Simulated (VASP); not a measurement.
## ZrB: single point with PBEsol+D3(BJ)

The system is ZrB.

```
Zr B
1.0
     0.00000    2.45632    2.45632
     2.45632    0.00000    2.45632
     2.45632    2.45632    0.00000
Zr B
1 1
Direct
  0.50000 0.50000 0.50000
  0.00000 0.00000 0.00000
```

```
Program                : VASP 6.6.1
Task                   : single point
Functional             : PBEsol
Dispersion             : D3(BJ)
Potentials or basis    : VASP PAW PBE potentials, release 64 (Zr_sv, B)
Cutoff                 : 520 eV
k mesh                 : 6 × 6 × 6, shifted
Occupations            : fermi-dirac, width 0.1 eV
Spin                   : no spin polarisation
Dipole correction      : no
Further INCAR settings : ALGO = Normal; EDIFF = 1e-07; NBANDS = 14; ISYM = 0
```

The pressure is -8.8 GPa. The dispersion energy per atom is -0.378 eV.

Levels at points of the mesh, in eV from the Fermi level:
| k point | band 4 | band 5 | band 6 | band 7 | band 8 | band 9 | band 10 | band 11 | band 12 | band 13 |
| --- | --- | --- | --- | --- | --- | --- | --- | --- | --- | --- |
| (0.08, 0.08, 0.08) | -25.31 | -7.93 | 1.15 | 1.51 | 1.51 | 2.25 | 2.25 | 3.58 | 4.62 | 4.62 |

Wall time 2.4 min on 1 thread of AMD EPYC 7R43 64-Core Processor (Zen 3) (shared host), peak memory 0.28 GiB.

Caveat: the k points lie up to 0.37 Å⁻¹ apart; the PAW data sets were made with another functional, which shifts forces and pressure a little; pairwise dispersion overbinds metals, which lowers pressure and volume.
